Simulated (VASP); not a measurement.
# RbOs (Fd-3m) in VASP: notebook

The runs below take RbOs through single point, with PBE.

All numbers are computed with VASP 6.6.1; they aren't measurements. Logs are shortened: lines on timing, memory, paths and dates and some standing lists are left out, and cuts for length are marked.

### 1 The cell of the first run

Symmetry: Fd-3m, No. 227, cubic system. The conventional cell has a = 7.159 Å, b = 7.159 Å, c = 7.159 Å, α = 90.00°, β = 90.00°, γ = 90.00°. Rb (site symmetry -43m) has 4 Rb at 3.10 Å and 10 Os at 3.10 to 3.58 Å within 4.1 Å. Within 4.1 Å of Os (site symmetry -43m) lie 10 Rb at 3.10 to 3.58 Å and 4 Os at 3.10 Å.

### 2 Single point, PBE

File INCAR:

```
PREC     = Accurate       # precision mode
ENCUT    = 520            # plane-wave cutoff, eV
EDIFF    = 1E-6           # SCF threshold, eV
ISMEAR   = 0              # smearing method
SIGMA    = 0.1            # smearing width, eV
LREAL    = False          # projectors in reciprocal space
LASPH    = True           # aspherical terms in the spheres
NELM     = 60             # most SCF steps
ALGO     = Fast           # electronic algorithm
ISIF     = 2              # what is computed and relaxed
LWAVE    = False          # write WAVECAR
LCHARG   = True           # write CHGCAR
GGA      = PE             # functional
LELF     = True           # ELF
LVHAR    = True         
NBANDS   = 25             # bands
```

File KPOINTS:

```
Automatic mesh
0
Gamma
  4 4 4
```

File POSCAR:

```
RbOs
1.0
    0.0000000000      3.5797356207      3.5797356207
    3.5797356207      0.0000000000      3.5797356207
    3.5797356207      3.5797356207      0.0000000000
Rb Os
2 2
Direct
    0.5000000000      0.5000000000      0.5000000000
    0.7500000000      0.7500000000      0.7500000000
    0.0000000000      0.0000000000      0.0000000000
    0.2500000000      0.2500000000      0.2500000000
```

Potentials or basis: VASP PAW PBE potentials, release 64 (Rb_sv, Os).

Command:

```console
$ cat potpaw_PBE.64/Rb_sv/POTCAR potpaw_PBE.64/Os/POTCAR > POTCAR
$ mpirun -np 1 vasp_std > vasp.out
```

OUTCAR:

```text
PREC = Accurate
   ENCUT = 520
   EDIFF = 1E-6
   ISMEAR = 0
   LREAL = False
   LASPH = True
   NELM = 60
   ISIF = 2
   GGA = PE

 ion  position               nearest neighbor table
   1  0.500  0.500  0.500-   2 3.10   4 3.10   4 3.10   4 3.10   4 3.10   2 3.10   2 3.10   2 3.10
                             3 3.58   3 3.58   3 3.58   3 3.58   3 3.58   3 3.58
   2  0.750  0.750  0.750-   1 3.10   3 3.10   1 3.10   1 3.10   1 3.10   3 3.10   3 3.10   3 3.10
                             4 3.58   4 3.58   4 3.58   4 3.58   4 3.58   4 3.58
   3  0.000  0.000  0.000-   2 3.10   4 3.10   2 3.10   2 3.10   2 3.10   4 3.10   4 3.10   4 3.10
                             1 3.58   1 3.58   1 3.58   1 3.58   1 3.58   1 3.58
   4  0.250  0.250  0.250-   1 3.10   3 3.10   3 3.10   3 3.10   3 3.10   1 3.10   1 3.10   1 3.10
                             2 3.58   2 3.58   2 3.58   2 3.58   2 3.58   2 3.58

  LATTYP: Found a face centered cubic cell.
 ALAT       =     7.1594712414

  Lattice vectors:

 A1 = (   0.0000000000,   3.5797356207,   3.5797356207)
 A2 = (   3.5797356207,   0.0000000000,   3.5797356207)
 A3 = (   3.5797356207,   3.5797356207,   0.0000000000)

Analysis of symmetry for initial positions (statically):
=====================================================================
 Subroutine PRICEL returns:
 Original cell was already a primitive cell.

 Routine SETGRP: Setting up the symmetry group for a
 face centered cubic supercell.

 Subroutine GETGRP returns: Found 48 space group operations
 (whereof 24 operations were pure point group operations)
 out of a pool of 48 trial point group operations.

The static configuration has the point symmetry T_d .
 The point group associated with its full space group is O_h .

Analysis of symmetry for dynamics (positions and initial velocities):
=====================================================================
 Subroutine PRICEL returns:
 Original cell was already a primitive cell.

 Routine SETGRP: Setting up the symmetry group for a
 face centered cubic supercell.

 Subroutine GETGRP returns: Found 48 space group operations
 (whereof 24 operations were pure point group operations)
 out of a pool of 48 trial point group operations.

The dynamic configuration has the point symmetry T_d .
 The point group associated with its full space group is O_h .

 Subroutine INISYM returns: Found 48 space group operations
 (whereof 24 operations are pure point group operations),
 and found     1 'primitive' translations

----------------------------------------------------------------------------------------

                                     Primitive cell

  volume of cell :      91.7451

  direct lattice vectors                    reciprocal lattice vectors
     0.000000000  3.579735621  3.579735621    -0.139675119  0.139675119  0.139675119
     3.579735621  0.000000000  3.579735621     0.139675119 -0.139675119  0.139675119
     3.579735621  3.579735621  0.000000000     0.139675119  0.139675119 -0.139675119

  length of vectors
     5.062510665  5.062510665  5.062510665     0.241924403  0.241924403  0.241924403

  position of ions in fractional coordinates (direct lattice)
     0.500000000  0.500000000  0.500000000
     0.750000000  0.750000000  0.750000000
     0.000000000  0.000000000  0.000000000
     0.250000000  0.250000000  0.250000000

  ion indices of the primitive-cell ions
   primitive index   ion index
                 1           1
                 2           2
                 3           3
                 4           4

----------------------------------------------------------------------------------------

 KPOINTS: Automatic mesh

Automatic generation of k-mesh.
 Grid dimensions read from file:
 generate k-points for:    4    4    4

 Generating k-lattice:

  Cartesian coordinates                     Fractional coordinates (reciprocal lattice)
    -0.034918780  0.034918780  0.034918780     0.250000000  0.000000000  0.000000000
     0.034918780 -0.034918780  0.034918780     0.000000000  0.250000000  0.000000000
     0.034918780  0.034918780 -0.034918780     0.000000000  0.000000000  0.250000000

  Length of vectors
     0.060481101  0.060481101  0.060481101

  Shift w.r.t. Gamma in fractional coordinates (k-lattice)
     0.000000000  0.000000000  0.000000000

 Subroutine IBZKPT returns following result:
 ===========================================

 Found      8 irreducible k-points:

 Following reciprocal coordinates:
            Coordinates               Weight
  0.000000  0.000000  0.000000      1.000000
  0.250000  0.000000  0.000000      8.000000
  0.500000  0.000000  0.000000      4.000000
  0.250000  0.250000  0.000000      6.000000
  0.500000  0.250000  0.000000     24.000000
 -0.250000  0.250000  0.000000     12.000000
  0.500000  0.500000  0.000000      3.000000
 -0.250000  0.500000  0.250000      6.000000
   k-points           NKPTS =      8   k-points in BZ     NKDIM =      8   number of bands    NBANDS=     25
   number of dos      NEDOS =    301   number of ions     NIONS =      4
   total plane-waves  NPLWV =  64000
   dimension x,y,z NGX =    40 NGY =   40 NGZ =   40
   dimension x,y,z NGXF=    80 NGYF=   80 NGZF=   80
   ions per type =               2   2
   NGX,Y,Z   is equivalent  to a cutoff of  13.14, 13.14, 13.14 a.u.
   NGXF,Y,Z  is equivalent  to a cutoff of  26.27, 26.27, 26.27 a.u.
 SYSTEM =  unknown system
   PREC   = accura    normal or accurate (medium, high low for compatibility)
   ISTART =      0    job   : 0-new  1-cont  2-samecut
   ICHARG =      2    charge: 1-file 2-atom 10-const
   ISPIN  =      1    spin polarized calculation?
   LNONCOLLINEAR =      F non collinear calculations
   LSORBIT =      F    spin-orbit coupling
   LASPH  =      T    aspherical Exc in radial PAW
   ENCUT  =  520.0 eV  38.22 Ry    6.18 a.u.   9.41  9.41  9.41*2*pi/ulx,y,z
   NELM   =     60;   NELMIN=  2; NELMDL= -5     # of ELM steps
   EDIFF  = 0.1E-05   stopping-criterion for ELM
   LREAL  =      F    real-space projection
   EDIFFG = 0.1E-04   stopping-criterion for IOM
   NSW    =      0    number of steps for IOM
   IBRION =     -1    ionic relax: 0-MD 1-quasi-New 2-CG
   NFREE  =      0    steps in history (QN), initial steepest desc. (CG)
   ISIF   =      2    stress and relaxation
   ISYM   =      2    0-nonsym 1-usesym 2-fastsym
   POTIM  = 0.5000    time-step for ionic-motion
   TEBEG  =    0.0;   TEEND  =   0.0 temperature during run
   PSTRESS=    0.0 pullay stress
   NELECT =      34.0000    total number of electrons
   NUPDOWN=      -1.0000    fix difference up-down
   EMIN   =  10.00;   EMAX   =-10.00  energy-range for DOS
   EFERMI =   0.00;   METHOD = LEGACY
   ISMEAR =     0;   SIGMA  =   0.10  broadening in eV -4-tet -1-fermi 0-gaus
   EFERMI_NEDOS =   21; number of points for ismear=-14 and -15
   IALGO  =     68    algorithm
   IMIX   =      4    mixing-type and parameters
     AMIX     =   0.40;   BMIX     =  1.00
     AMIX_MAG =   1.60;   BMIX_MAG =  1.00
  volume/ion in A,a.u.               =      22.94       154.78
  Fermi-wavevector in a.u.,A,eV,Ry     =   1.175908  2.222145 18.813602  1.382761
  Thomas-Fermi vector in A             =   2.312281
   LORBIT       =      0    0 simple, 1 ext, 2 COOP (PROOUT), +10 PAW based schemes
   GGA     = PE    functional components
   LHFCALC =     F    Hartree Fock is set to
   AEXX    =    0.0000 exact exchange contribution
   IVDW    =     0    specifies the selected vdW correction
   LEPSILON=     F    determine dielectric tensor
   LRPA    =     F    only Hartree local field effects (RPA)
 non-spin polarized calculation
 RMM-DIIS sequential band-by-band and
 Gauss-broadening in eV      SIGMA  =   0.10
  energy-cutoff  :      520.00
  volume of cell :       91.75
 maximum number of plane-waves:      2493
 NGX is ok and might be reduce to    40
   NGX = 19   NGY = 19   NGZ = 19

 number of electron      34.0000000 magnetization

 Free energy of the ion-electron system (eV)
  ---------------------------------------------------
  ext. energy  EPLUGINS =         0.00000000
  ---------------------------------------------------
  free energy    TOTEN  =       -15.58275863 eV

  energy without entropy =      -15.53211836  energy(sigma->0) =      -15.55743849

 E-fermi :   3.8613     XC(G=0): -10.6833

 val. band max:        3.7120256622   @ k =   0.2500   0.2500   0.0000
 cond. band min:       3.8883777455   @ k =   0.5000   0.2500   0.0000
 fundamental gap:      0.1763520833
 Fermi energy:         3.8613300539

 k-point     1 :       0.0000    0.0000    0.0000
  band No.  band energies     occupation
      1     -23.5777      2.00000
      2     -22.8376      2.00000
      3      -8.1053      2.00000
      4      -8.1053      2.00000
      5      -8.1053      2.00000
      6      -7.0539      2.00000
[... 17 lines left out ...]
     24      10.1509      0.00000
     25      10.2851      0.00000

 k-point     2 :       0.2500    0.0000    0.0000
  band No.  band energies     occupation
      1     -23.5012      2.00000
      2     -22.9186      2.00000
      3      -8.2482      2.00000
      4      -8.2262      2.00000
      5      -8.2262      2.00000
      6      -6.9832      2.00000
[... 17 lines left out ...]
     24       9.8257      0.00000
     25       9.8263      0.00000

 k-point     3 :       0.5000    0.0000    0.0000
  band No.  band energies     occupation
      1     -23.3945      2.00000
      2     -23.0298      2.00000
      3      -8.4207      2.00000
      4      -8.3260      2.00000
      5      -8.3260      2.00000
      6      -6.8316      2.00000
[... 17 lines left out ...]
     24       9.1652      0.00000
     25       9.6974      0.00000

 k-point     4 :       0.2500    0.2500    0.0000
  band No.  band energies     occupation
      1     -23.4713      2.00000
      2     -22.9504      2.00000
      3      -8.3376      2.00000
      4      -8.3376      2.00000
      5      -7.9738      2.00000
      6      -7.3469      2.00000
[... 17 lines left out ...]
     24       9.7808      0.00000
     25       9.8002      0.00000

 k-point     5 :       0.5000    0.2500    0.0000
  band No.  band energies     occupation
      1     -23.3424      2.00000
      2     -23.0839      2.00000
      3      -8.5797      2.00000
      4      -8.4181      2.00000
      5      -7.9154      2.00000
      6      -7.2953      2.00000
[... 17 lines left out ...]
     24       9.7856      0.00000
     25      10.0973      0.00000

 k-point     6 :      -0.2500    0.2500    0.0000
  band No.  band energies     occupation
      1     -23.3956      2.00000
      2     -23.0290      2.00000
      3      -8.5807      2.00000
      4      -8.3220      2.00000
      5      -8.0191      2.00000
      6      -7.1384      2.00000
[... 17 lines left out ...]
     24       9.5964      0.00000
     25      10.3039      0.00000

 k-point     7 :       0.5000    0.5000    0.0000
  band No.  band energies     occupation
      1     -23.2142      2.00000
      2     -23.2142      2.00000
      3      -8.4976      2.00000
      4      -8.4976      2.00000
      5      -7.6759      2.00000
      6      -7.6759      2.00000
[... 17 lines left out ...]
     24       9.4479      0.00000
     25      10.4683      0.00000

 k-point     8 :      -0.2500    0.5000    0.2500
  band No.  band energies     occupation
      1     -23.2140      2.00000
      2     -23.2140      2.00000
      3      -8.5683      2.00000
      4      -8.5683      2.00000
      5      -7.5714      2.00000
      6      -7.5714      2.00000
[... 17 lines left out ...]
     24      10.1050      0.00000
     25      10.5348      0.00000

------------------------ aborting loop because EDIFF is reached ----------------------------------------

  FORCE on cell =-STRESS in cart. coord.  units (eV):
  Direction    XX          YY          ZZ          XY          YZ          ZX
  --------------------------------------------------------------------------------------
  -------------------------------------------------------------------------------------
  Total        0.1294191      0.1294191      0.1294191     -0.0000000     -0.0000000     -0.0000000
  in kB        2.2600918      2.2600918      2.2600918     -0.0000000     -0.0000000     -0.0000000
  external PRESSURE =       2.2600918 kB  Pullay stress =       0.0000000 kB

 VOLUME and BASIS-vectors are now :
 -----------------------------------------------------------------------------
  energy-cutoff  :      520.00
  volume of cell :       91.75
      direct lattice vectors                 reciprocal lattice vectors
     0.000000000  3.579735621  3.579735621    -0.139675119  0.139675119  0.139675119
     3.579735621  0.000000000  3.579735621     0.139675119 -0.139675119  0.139675119
     3.579735621  3.579735621  0.000000000     0.139675119  0.139675119 -0.139675119

 POSITION                                       TOTAL-FORCE (eV/Angst)
 -----------------------------------------------------------------------------------
      3.57974      3.57974      3.57974         0.000000      0.000000      0.000000
      5.36960      5.36960      5.36960        -0.000000     -0.000000     -0.000000
      0.00000      0.00000      0.00000         0.000000      0.000000      0.000000
      1.78987      1.78987      1.78987        -0.000000     -0.000000     -0.000000
 -----------------------------------------------------------------------------------
    total drift:                               -0.000000      0.000000      0.000000

  FREE ENERGIE OF THE ION-ELECTRON SYSTEM (eV)
  ---------------------------------------------------
  free  energy   TOTEN  =       -15.5827586253 eV

  energy  without entropy=      -15.5321183568  energy(sigma->0) =      -15.55743849
```

It took 17 s on 1 thread of Intel Xeon 6975P-C (Granite Rapids), shared host; peak memory 0.23 GiB.

Results:

| Item | Value |
| --- | --- |
| Free energy | -15.5828 eV |
| Pressure | 0.2 GPa |
| Band gap on the k mesh | zero (bands 17 and 18 overlap by 0.41 eV) |

Levels at points of the mesh, in eV from the Fermi level:
```
           k point  band 13  band 14  band 15  band 16  band 17  band 18  band 19  band 20  band 21  band 22
(0.00, 0.00, 0.00)    -1.68    -1.68    -0.55    -0.55    -0.55     0.28     0.28     3.52     3.52     3.52
(0.50, 0.00, 0.00)    -1.55    -1.55    -0.79    -0.64    -0.64    -0.20    -0.20     0.19     2.45     2.45
(0.50, 0.50, 0.00)    -1.52    -1.52    -1.21    -1.21     0.11     0.11     0.69     0.69     2.89     2.89
```

Caveat: the k points lie up to 0.38 Å⁻¹ apart; spin-orbit coupling is left out, which moves the levels of the heavy elements.

### 3 Single point, PBE

This run uses another cell than the first one, of 29.21 Å³/atom.

File INCAR:

```
ALGO     = Normal         # electronic algorithm
EDIFF    = 1E-7           # SCF threshold, eV
ENCUT    = 520            # plane-wave cutoff, eV
GGA      = PE             # functional
ISIF     = 2              # what is computed and relaxed
ISMEAR   = 0              # smearing method
LASPH    = T              # aspherical terms in the spheres
LCHARG   = F              # write CHGCAR
LREAL    = F              # projectors in reciprocal space
LWAVE    = F              # write WAVECAR
NBANDS   = 25             # bands
NELM     = 60             # most SCF steps
PREC     = Accurate       # precision mode
SIGMA    = 0.1            # smearing width, eV
```

File KPOINTS:

```
k-points
0
Gamma
  4 4 4
```

File POSCAR:

```
RbOs
1.0
    0.0000000000      3.8803760058      3.8803760058
    3.8803760058      0.0000000000      3.8803760058
    3.8803760058      3.8803760058      0.0000000000
Rb Os
2 2
Direct
    0.5000000000      0.5000000000      0.5000000000
    0.7500000000      0.7500000000      0.7500000000
    0.0000000000      0.0000000000      0.0000000000
    0.2500000000      0.2500000000      0.2500000000
```

Potentials or basis: VASP PAW PBE potentials, release 64 (Rb_sv, Os).

Command:

```console
$ cat potpaw_PBE.64/Rb_sv/POTCAR potpaw_PBE.64/Os/POTCAR > POTCAR
$ mpirun -np 1 vasp_std > vasp.out
```

Run time: 20 s. Hardware: 1 thread of Intel Xeon 6975P-C (Granite Rapids), shared host; peak memory 0.25 GiB.

Results (log left out):

| Item | Value |
| --- | --- |
| Free energy | -14.8474 eV |
| Pressure | -7.5 GPa |
| Band gap on the k mesh | zero (bands 17 and 18 overlap by 0.24 eV) |

Levels at points of the mesh, in eV from the Fermi level:
```tsv
k point	band 13	band 14	band 15	band 16	band 17	band 18	band 19	band 20	band 21	band 22
(0.00, 0.00, 0.00)	-1.17	-1.17	-0.44	-0.44	-0.44	0.22	0.22	3.29	3.42	3.42
(0.50, 0.00, 0.00)	-1.09	-1.09	-0.73	-0.35	-0.35	-0.05	-0.05	0.18	2.37	2.37
(0.50, 0.50, 0.00)	-1.22	-1.22	-0.72	-0.72	0.10	0.10	0.46	0.46	2.55	2.55
```

Caveat: the cell stands under tension; spin-orbit coupling is left out, which moves the levels of the heavy elements.
